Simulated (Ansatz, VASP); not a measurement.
Two plane-wave programs on Cd2S

INCAR

```
PREC = Accurate
ENCUT = 500
EDIFF = 1E-6
ISMEAR = -1
SIGMA = 0.05
LREAL = F
LASPH = T
NELM = 120
ALGO = Normal
ISIF = 2
LWAVE = F
LCHARG = T
GGA = CA
LELF = T
LVHAR = T
NBANDS = 22
GGA_COMPAT = F
```

Contents of KPOINTS:

```
Automatic mesh
0
Gamma
  8 8 5
```

File POSCAR:

```
Cd2S
1.0
    4.0148164244      0.0000000000      0.0000000000
   -2.0074082122      3.4769330151      0.0000000000
    0.0000000000      0.0000000000      5.8856375034
Cd S
2 1
Direct
    0.3333333333      0.6666666667      0.9327170000
    0.6666666667      0.3333333333      0.5787350000
    0.3333333333      0.6666666667      0.3657050000
```

Contents of input.yaml:

```yaml
crystal:
  lattice:
    - [4.0148164244, 0.0, 0.0]
    - [-2.0074082122, 3.4769330151, 0.0]
    - [0.0, 0.0, 5.8856375034]
  atoms:
    - { symbol: Cd, position: [0.3333333333, 0.6666666667, 0.932717] }
    - { symbol: Cd, position: [0.6666666667, 0.3333333333, 0.578735] }
    - { symbol: S, position: [0.3333333333, 0.6666666667, 0.365705] }
hamiltonian:
  xc: lda
  pseudopotentials: { kind: paw }
kpoints:
  mp_grid: { grid: [8, 8, 5] }
scf:
  occupations: { method: fermi_dirac, width: 0.05 }
output:
  forces: true
  stress: true
  eigenvalues: true
```

Alike in both runs: task single point; functional LDA; k mesh 8 × 8 × 5; occupations fermi-dirac, width 0.05 eV; no spin polarisation.

|  | VASP | Ansatz |
| --- | --- | --- |
| version | VASP 6.6.1 | Ansatz 0.2.0 |
| potentials or method | VASP PAW LDA potentials, release 64 (Cd, S) | Ansatz PAW |
| plane-wave cutoff (eV) | 500 | 420 |
| valence electrons in the cell | 30 | 46 |

Ansatz gave:

* gap on the k mesh at the Fermi level (eV): 0.28
* least direct gap on the mesh (eV): 0.57
* pressure (GPa): -6.0
* traceless stress, the component that is largest in VASP (GPa): -1.51
* rms of the force components (eV/Å): 0.129

What did VASP give for the same quantities?

gap on the k mesh at the Fermi level (eV): 0.27; least direct gap on the mesh (eV): 0.57; pressure (GPa): -5.8; traceless stress, the component that is largest in VASP (GPa): -1.42; rms of the force components (eV/Å): 0.121.

LDA's correlation is that of Perdew and Zunger in VASP and of Perdew and Wang (1992) in Ansatz. Atom by atom the forces differ by 0.009 eV/Å (rms over components). VASP's potentials hold 30 valence electrons a cell and Ansatz's 46, so a difference there can come from the potentials and not from the codes.

Noted on Ansatz's run: odd divisions of the mesh miss points on the zone boundary, where band edges often lie, so the gap on the mesh can be too wide.
